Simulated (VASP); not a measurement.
A run of VASP 6.6.1 is set up as follows.

File INCAR:

```
PREC     = Accurate       # precision mode
ENCUT    = 520            # plane-wave cutoff, eV
EDIFF    = 1E-7           # SCF threshold, eV
ISMEAR   = 0              # smearing method
SIGMA    = 0.05           # smearing width, eV
LREAL    = Auto         
LASPH    = True           # aspherical terms in the spheres
NELM     = 60             # most SCF steps
ALGO     = Normal         # electronic algorithm
ISIF     = 2              # what is computed and relaxed
LWAVE    = False          # write WAVECAR
LCHARG   = False          # write CHGCAR
GGA      = PS             # functional
NBANDS   = 48             # bands
```

KPOINTS

```
regular mesh
0
Gamma
  2 2 2
```

The input POSCAR:

```
Si
1.0
    0.0000000000      5.4300000000      5.4300000000
    5.4300000000      0.0000000000      5.4300000000
    5.4300000000      5.4300000000      0.0000000000
Si
17
Direct
   -0.0030588398     -0.0069302947     -0.0071501842
    0.0482586556      0.1506818600      0.1504562615
   -0.0030539595     -0.0069324125      0.5169917127
    0.1396862799      0.1169476059      0.6216109576
   -0.0030491713      0.5172167587     -0.0071572744
    0.1396896869      0.6218313076      0.1167285451
    0.0360545120      0.4880821363      0.4878629834
    0.1396947514      0.6218308471      0.6216059853
    0.4302189687      0.0233583794      0.0231335175
    0.6224917127      0.1067990792      0.1065880295
    0.5121819521     -0.0133902394      0.5005292818
    0.6224970534      0.1067946593      0.6639696133
    0.5121848987      0.5007491713     -0.0136114180
    0.6225023941      0.6641961326      0.1065732965
    0.5121868324      0.5007461326      0.5005247698
    0.6628929098      0.6124649171      0.6122444751
    0.6319961326      0.2894381215      0.2892058932
```

Potentials or basis: VASP PAW PBE potentials, release 64 (Si).

Run with:

```sh
$ cat potpaw_PBE.64/Si/POTCAR > POTCAR
$ mpirun -np 1 vasp_std > vasp.out
```

Question: Estimate the band gap on the k mesh.

Answer: Zero (band 34 reaches 6.67 eV, above the bottom of band 35 at 6.60 eV).

Question: Estimate the largest force.

Answer: 0.047 eV/Å.

Question: What does it give for the pressure?

Answer: 2.4 GPa.

Forces on the atoms (eV/Å):
```
Si  -0.015 -0.001 -0.002
Si   0.009 -0.009 -0.009
Si   0.002  0.014 -0.001
Si   0.016 -0.015  0.018
Si   0.002 -0.002  0.015
Si   0.015  0.018 -0.015
Si   0.013 -0.014 -0.013
Si  -0.018 -0.015 -0.016
Si   0.012 -0.013 -0.012
Si  -0.013  0.005  0.005
Si  -0.002  0.001 -0.005
Si  -0.005  0.013  0.005
Si  -0.001 -0.005  0.001
Si  -0.006  0.006  0.013
Si   0.005  0.001  0.002
Si   0.012 -0.012 -0.012
Si  -0.027  0.027  0.027
```

Caveat: the k points lie up to 0.50 Å⁻¹ apart; the PAW data sets were made with another functional, which shifts forces and pressure a little.
